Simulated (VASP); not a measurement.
# InP3 (R-3m) in VASP: a series of runs, part 2 of 2

VASP 6.6.1. The steps go on from the part before.

**3. Single point, r2SCAN (strain -0.040 along x and y, +0.080 along z)**

POSCAR

```
InP3
1.0
    3.5918390046      2.0737492162      3.6387921039
   -3.5918390046      2.0737492162      3.6387921039
    0.0000000000     -4.1474984323      3.6387921039
In P
2 6
Direct
    0.2702520051      0.2702520051      0.2702520051
    0.7297479949      0.7297479949      0.7297479949
    0.7982893833      0.2446976833      0.7982893833
    0.7982893833      0.7982893833      0.2446976833
    0.2446976833      0.7982893833      0.7982893833
    0.2017106167      0.7553023167      0.2017106167
    0.7553023167      0.2017106167      0.2017106167
    0.2017106167      0.2017106167      0.7553023167
```

INCAR.step1

```
  PREC = Accurate
  ENCUT = 550
  ISMEAR = 0
  SIGMA = 0.15
  LREAL = False
  LASPH = True
  NELM = 120
  NBANDS = 38
  GGA = PE
  ALGO = Normal
  EDIFF = 1E-5
  LWAVE = True
  LCHARG = False
  GGA_COMPAT = False
```

INCAR.step2

```
  PREC = Accurate
  ENCUT = 550
  EDIFF = 1E-6
  ISMEAR = 0
  SIGMA = 0.15
  LREAL = False
  LASPH = True
  NELM = 120
  ALGO = Normal
  ISIF = 2
  LWAVE = False
  LCHARG = False
  METAGGA = R2SCAN
  LMIXTAU = True
  NBANDS = 38
  ISTART = 1
  GGA_COMPAT = False
```

KPOINTS

```
Automatic mesh
0
Gamma
  6 6 6
```

Potentials or basis: VASP PAW PBE potentials, release 64 (In_d, P).

Launch:

```console
$ cat potpaw_PBE.64/In_d/POTCAR potpaw_PBE.64/P/POTCAR > POTCAR
$ cp INCAR.step1 INCAR
$ mpirun -np 1 vasp_std > vasp.out
$ cp INCAR.step2 INCAR
$ mpirun -np 1 vasp_std > vasp.out
```

Wall time 14 min (1 thread of Oxide Virtual Turin-like, shared host); peak memory 0.34 GiB.

Results (log left out):

```
Free energy            : -99.7069 eV
Pressure               : 2.5 GPa
Largest force          : 0.570 eV/Å
Band gap on the k mesh : zero (bands 28 and 29 overlap by 0.58 eV)
```

Forces on the atoms (eV/Å):
```
In   0.000  0.000  0.004
In   0.000  0.000 -0.004
P   -0.267  0.154  0.479
P    0.000 -0.309  0.479
P    0.267  0.154  0.479
P    0.267 -0.154 -0.479
P   -0.267 -0.154 -0.479
P    0.000  0.309 -0.479
```

Stress tensor (GPa, compression positive):
```
 6.40  0.00  0.00
 0.00  6.40  0.00
 0.00  0.00 -5.23
```

Levels at points of the mesh, in eV from the Fermi level:
```
           k point  band 25  band 26  band 27  band 28  band 29  band 30  band 31  band 32
(0.00, 0.00, 0.00)    -2.13    -2.13    -0.89    -0.78    -0.41    -0.41     2.57     2.65
(0.50, 0.00, 0.00)    -2.45    -1.50    -1.47    -1.10     0.72     2.51     2.84     2.94
(0.50, 0.50, 0.00)    -1.74    -1.15    -0.83    -0.01     1.80     1.98     2.03     2.83
(0.50, 0.50, 0.50)     0.03     0.03     0.14     0.14     1.48     1.48     1.89     2.02
```

Caveat: the cell differs from its parent crystal (strain -0.040 along x and y, +0.080 along z); the stress differs along the axes, from -5 to 6 GPa; semilocal functionals underestimate gaps, and a narrow one can read as zero; the PAW data sets were made with another functional, which shifts forces and pressure a little; spin-orbit coupling is left out, which moves the levels of the heavy elements.

**4. Single point, r2SCAN (strain -0.080 along x and y, -0.080 along z)**

Changes to POSCAR since step 3:

```diff
@@ -2,5 +2,5 @@
 1.0
-    3.5918390046      2.0737492162      3.6387921039
-   -3.5918390046      2.0737492162      3.6387921039
-    0.0000000000     -4.1474984323      3.6387921039
+    3.4421790460      1.9873429988      3.0997117923
+   -3.4421790460      1.9873429988      3.0997117923
+    0.0000000000     -3.9746859977      3.0997117923
 In P
```

INCAR.step1

```
PREC = Accurate
ENCUT = 550
ISMEAR = 0
SIGMA = 0.15
LREAL = False
LASPH = True
NELM = 120
NBANDS = 38
GGA = PE
ALGO = Normal
EDIFF = 1E-5
LWAVE = True
LCHARG = False
GGA_COMPAT = False
```

INCAR.step2

```
PREC = Accurate
ENCUT = 550
EDIFF = 1E-6
ISMEAR = 0
SIGMA = 0.15
LREAL = False
LASPH = True
NELM = 120
ALGO = Normal
ISIF = 2
LWAVE = False
LCHARG = False
METAGGA = R2SCAN
LMIXTAU = True
NBANDS = 38
ISTART = 1
GGA_COMPAT = False
```

KPOINTS is that of step 3.

Launch:

```console
$ cat potpaw_PBE.64/In_d/POTCAR potpaw_PBE.64/P/POTCAR > POTCAR
$ cp INCAR.step1 INCAR
$ mpirun -np 1 vasp_std > vasp.out
$ cp INCAR.step2 INCAR
$ mpirun -np 1 vasp_std > vasp.out
```

It took 14 min on 1 thread of Oxide Virtual Turin-like, shared host; peak memory 0.29 GiB.

Results (log left out):

| Property | Result |
| --- | --- |
| Free energy | -97.0033 eV |
| Pressure | 35.6 GPa |
| Largest force | 2.829 eV/Å |
| Band gap on the k mesh | zero (bands 28 and 29 overlap by 0.31 eV) |

Forces in eV/Å, atoms in the order of the input:
```
In   0.000  0.000  0.021
In   0.000  0.000 -0.021
P   -1.527  0.881 -2.213
P    0.000 -1.763 -2.213
P    1.527  0.881 -2.213
P    1.527 -0.881  2.213
P   -1.527 -0.881  2.213
P    0.000  1.763  2.213
```

Stress tensor (GPa, compression positive):
```
39.28  0.00  0.00
 0.00 39.28  0.00
 0.00  0.00 28.17
```

Levels at points of the mesh, in eV from the Fermi level:
```csv
k point,band 24,band 25,band 26,band 27,band 28,band 29,band 30,band 31,band 32,band 33
"(0.00, 0.00, 0.00)",-3.27,-3.27,-2.41,-1.03,-1.03,-0.06,0.97,1.41,1.74,1.74
"(0.50, 0.00, 0.00)",-3.63,-3.13,-2.16,-1.59,-1.36,0.24,2.18,3.33,3.35,3.63
"(0.50, 0.50, 0.00)",-3.58,-1.95,-1.04,-1.01,-0.25,1.52,1.92,2.55,2.81,4.27
"(0.50, 0.50, 0.50)",-1.41,-0.16,-0.16,0.25,0.25,1.95,1.95,2.23,2.27,2.27
```

Caveat: the cell differs from its parent crystal (strain -0.080 along x and y, -0.080 along z); the stress differs along the axes, from 28 to 39 GPa; semilocal functionals underestimate gaps, and a narrow one can read as zero; the PAW data sets were made with another functional, which shifts forces and pressure a little; spin-orbit coupling is left out, which moves the levels of the heavy elements.

**5. Single point, r2SCAN (strain -0.080 along x and y, -0.040 along z)**

Changes to POSCAR since step 4:

```diff
@@ -2,5 +2,5 @@
 1.0
-    3.4421790460      1.9873429988      3.0997117923
-   -3.4421790460      1.9873429988      3.0997117923
-    0.0000000000     -3.9746859977      3.0997117923
+    3.4421790460      1.9873429988      3.2344818702
+   -3.4421790460      1.9873429988      3.2344818702
+    0.0000000000     -3.9746859977      3.2344818702
 In P
```

INCAR.step1

```
SYSTEM = InP3
  ALGO = Normal
  EDIFF = 1E-5
  ENCUT = 550
  GGA = PE
  GGA_COMPAT = .False.
  ISMEAR = 0
  LASPH = .True.
  LCHARG = .False.
  LREAL = .False.
  LWAVE = .True.
  NBANDS = 38
  NELM = 120
  PREC = Accurate
  SIGMA = 0.15
```

INCAR.step2

```
SYSTEM = InP3
  ALGO = Normal
  EDIFF = 1E-6
  ENCUT = 550
  GGA_COMPAT = .False.
  ISIF = 2
  ISMEAR = 0
  ISTART = 1
  LASPH = .True.
  LCHARG = .False.
  LMIXTAU = .True.
  LREAL = .False.
  LWAVE = .False.
  METAGGA = R2SCAN
  NBANDS = 38
  NELM = 120
  PREC = Accurate
  SIGMA = 0.15
```

KPOINTS

```
k-points
0
Gamma
  6 6 6
  0 0 0
```

Launch:

```console
$ cat potpaw_PBE.64/In_d/POTCAR potpaw_PBE.64/P/POTCAR > POTCAR
$ cp INCAR.step1 INCAR
$ mpirun -np 1 vasp_std > vasp.out
$ cp INCAR.step2 INCAR
$ mpirun -np 1 vasp_std > vasp.out
```

Run time: 13 min. Hardware: 1 thread of Oxide Virtual Turin-like, shared host; peak memory 0.3 GiB.

Results (log left out):

```
Free energy            : -97.8118 eV
Pressure               : 28.2 GPa
Largest force          : 2.303 eV/Å
Band gap on the k mesh : zero (bands 28 and 29 overlap by 0.55 eV)
```

Forces on the atoms (eV/Å):
```
In   0.000  0.000 -0.227
In   0.000  0.000  0.227
P   -1.315  0.759 -1.731
P    0.000 -1.518 -1.731
P    1.315  0.759 -1.731
P    1.315 -0.759  1.731
P   -1.315 -0.759  1.731
P    0.000  1.518  1.731
```

Stress tensor (GPa, compression positive):
```
32.85  0.00  0.00
 0.00 32.85  0.00
 0.00  0.00 18.80
```

Levels at points of the mesh, in eV from the Fermi level:
| k point | band 25 | band 26 | band 27 | band 28 | band 29 | band 30 | band 31 | band 32 |
| --- | --- | --- | --- | --- | --- | --- | --- | --- |
| (0.00, 0.00, 0.00) | -2.97 | -2.54 | -0.79 | -0.79 | -0.28 | 0.37 | 1.69 | 1.99 |
| (0.50, 0.00, 0.00) | -3.29 | -1.80 | -1.59 | -1.40 | 0.42 | 2.37 | 3.32 | 3.39 |
| (0.50, 0.50, 0.00) | -1.95 | -1.03 | -0.98 | -0.15 | 1.65 | 2.00 | 2.34 | 2.90 |
| (0.50, 0.50, 0.50) | -0.03 | -0.03 | 0.27 | 0.27 | 1.69 | 1.69 | 2.16 | 2.33 |

Caveat: the cell differs from its parent crystal (strain -0.080 along x and y, -0.040 along z); the stress differs along the axes, from 19 to 33 GPa; semilocal functionals underestimate gaps, and a narrow one can read as zero; the PAW data sets were made with another functional, which shifts forces and pressure a little; spin-orbit coupling is left out, which moves the levels of the heavy elements.

**6. Single point, r2SCAN (strain -0.080 along x and y, +0.000 along z)**

Changes to POSCAR since step 5:

```diff
@@ -2,5 +2,5 @@
 1.0
-    3.4421790460      1.9873429988      3.2344818702
-   -3.4421790460      1.9873429988      3.2344818702
-    0.0000000000     -3.9746859977      3.2344818702
+    3.4421790460      1.9873429988      3.3692519481
+   -3.4421790460      1.9873429988      3.3692519481
+    0.0000000000     -3.9746859977      3.3692519481
 In P
```

INCAR.step1

```
PREC = Accurate ; ENCUT = 550
ISMEAR = 0 ; SIGMA = 0.15
LREAL = False ; LASPH = True
NELM = 120 ; NBANDS = 38
GGA = PE ; ALGO = Normal
EDIFF = 1E-5 ; LWAVE = True
LCHARG = False ; GGA_COMPAT = False
```

INCAR.step2

```
PREC = Accurate ; ENCUT = 550
EDIFF = 1E-6 ; ISMEAR = 0
SIGMA = 0.15 ; LREAL = False
LASPH = True ; NELM = 120
ALGO = Normal ; ISIF = 2
LWAVE = False ; LCHARG = False
METAGGA = R2SCAN ; LMIXTAU = True
NBANDS = 38 ; ISTART = 1
GGA_COMPAT = False
```

KPOINTS

```
regular mesh
0
Gamma
  6 6 6
```

Potentials or basis: VASP PAW PBE potentials, release 64 (In_d, P).

Launch:

```console
$ cat potpaw_PBE.64/In_d/POTCAR potpaw_PBE.64/P/POTCAR > POTCAR
$ cp INCAR.step1 INCAR
$ mpirun -np 1 vasp_std > vasp.out
$ cp INCAR.step2 INCAR
$ mpirun -np 1 vasp_std > vasp.out
```

Wall time 15 min (1 thread of Oxide Virtual Turin-like, shared host); peak memory 0.3 GiB.

Results (log left out):

```
Free energy            : -98.3248 eV
Pressure               : 22.1 GPa
Largest force          : 1.777 eV/Å
Band gap on the k mesh : zero (bands 28 and 29 overlap by 0.71 eV)
```

Forces on the atoms (eV/Å):
```
In   0.000  0.000 -0.366
In   0.000  0.000  0.366
P   -1.115  0.644 -1.226
P    0.000 -1.287 -1.226
P    1.115  0.644 -1.226
P    1.115 -0.644  1.226
P   -1.115 -0.644  1.226
P    0.000  1.287  1.226
```

Stress tensor (GPa, compression positive):
```
27.60  0.00  0.00
 0.00 27.60  0.00
 0.00  0.00 11.07
```

Levels at points of the mesh, in eV from the Fermi level:
| k point | band 26 | band 27 | band 28 | band 29 | band 30 | band 31 |
| --- | --- | --- | --- | --- | --- | --- |
| (0.00, 0.00, 0.00) | -2.69 | -0.59 | -0.59 | -0.49 | -0.18 | 1.94 |
| (0.50, 0.00, 0.00) | -1.64 | -1.50 | -1.47 | 0.55 | 2.51 | 3.14 |
| (0.50, 0.50, 0.00) | -1.09 | -0.96 | -0.08 | 1.72 | 2.05 | 2.13 |
| (0.50, 0.50, 0.50) | 0.09 | 0.22 | 0.22 | 1.45 | 1.45 | 1.96 |

Caveat: the cell differs from its parent crystal (strain -0.080 along x and y, +0.000 along z); the stress differs along the axes, from 11 to 28 GPa; semilocal functionals underestimate gaps, and a narrow one can read as zero; the PAW data sets were made with another functional, which shifts forces and pressure a little; spin-orbit coupling is left out, which moves the levels of the heavy elements.

**7. Summary**

| cell | gap on the mesh (eV) | pressure (GPa) | largest force (eV/Å) |
| --- | --- | --- | --- |
| a = 5.459 Å, angles 90.9°, 8 atoms | none | -1.9 | 0.46 |
| a = 5.517 Å, angles 81.2°, 8 atoms | none | 2.5 | 0.57 |
| a = 5.040 Å, angles 86.1°, 8 atoms | none | 35.6 | 2.83 |
| a = 5.124 Å, angles 84.4°, 8 atoms | none | 28.2 | 2.30 |
| a = 5.211 Å, angles 82.7°, 8 atoms | none | 22.1 | 1.78 |

Alike in all rows: task single point; level r2SCAN; potentials or basis VASP PAW PBE potentials, release 64 (In_d, P); no spin polarisation; k mesh 6 × 6 × 6; cutoff (eV) 550; smearing gaussian 0.15 eV.

Caveats: semilocal functionals underestimate gaps, and a narrow one can read as zero; the PAW data sets were made with another functional, which shifts forces and pressure a little; spin-orbit coupling is left out, which moves the levels of the heavy elements; the stress differs along the axes, from -5 to 4 GPa (at least some runs); the stress differs along the axes, from -5 to 6 GPa (at least some runs); the stress differs along the axes, from 28 to 39 GPa (at least some runs); the stress differs along the axes, from 19 to 33 GPa (at least some runs).

Absolute energies hang on the potentials; compare differences alone.
